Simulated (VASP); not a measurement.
A run of VASP 6.6.1 is set up as follows.

File INCAR:

```
ALGO = Normal
DIPOL = 0.5 0.5 0.500
EDIFF = 1E-6
ENCUT = 520
GGA = PE
IDIPOL = 3
ISIF = 2
ISMEAR = 0
LASPH = T
LCHARG = F
LDIPOL = T
LREAL = F
LWAVE = F
NBANDS = 43
NELM = 100
PREC = Accurate
SIGMA = 0.1
```

The input KPOINTS:

```
k-points
0
Gamma
  11 11 1
```

Contents of POSCAR:

```
Si2W
1.0
    3.2291363681      0.0000000000      0.0000000000
    0.0000000000      3.2291363681      0.0000000000
    0.0000000000      0.0000000000     25.4697396020
Si W
6 3
Direct
    0.0000000000      0.0000000000      0.2944670859
    0.0000000000      0.0000000000      0.3966587462
    0.5000000000      0.5000000000      0.4489041699
    0.5000000000      0.5000000000      0.5510958301
    0.0000000000      0.0000000000      0.6033412538
    0.0000000000      0.0000000000      0.7055329141
    0.5000000000      0.5000000000      0.3455629161
    0.0000000000      0.0000000000      0.5000000000
    0.5000000000      0.5000000000      0.6544370839
```

Potentials or basis: VASP PAW PBE potentials, release 64 (Si, W_sv).

Command:

```bash
$ cat potpaw_PBE.64/Si/POTCAR potpaw_PBE.64/W_sv/POTCAR > POTCAR
$ mpirun -np 1 vasp_std > vasp.out
```

Question: Estimate the band gap on the k mesh.

Answer: Zero (band 33 reaches 3.66 eV, above the bottom of band 34 at 2.92 eV).

Question: Predict the largest force.

Answer: 0.407 eV/Å.

Forces on the atoms (eV/Å):
```
Si   0.000  0.000  0.314
Si   0.000  0.000 -0.299
Si   0.000  0.000 -0.407
Si   0.000  0.000  0.407
Si   0.000  0.000  0.299
Si   0.000  0.000 -0.314
W    0.000  0.000  0.216
W    0.000  0.000  0.000
W    0.000  0.000 -0.216
```

Caveat: spin-orbit coupling is left out, which moves the levels of the heavy elements.
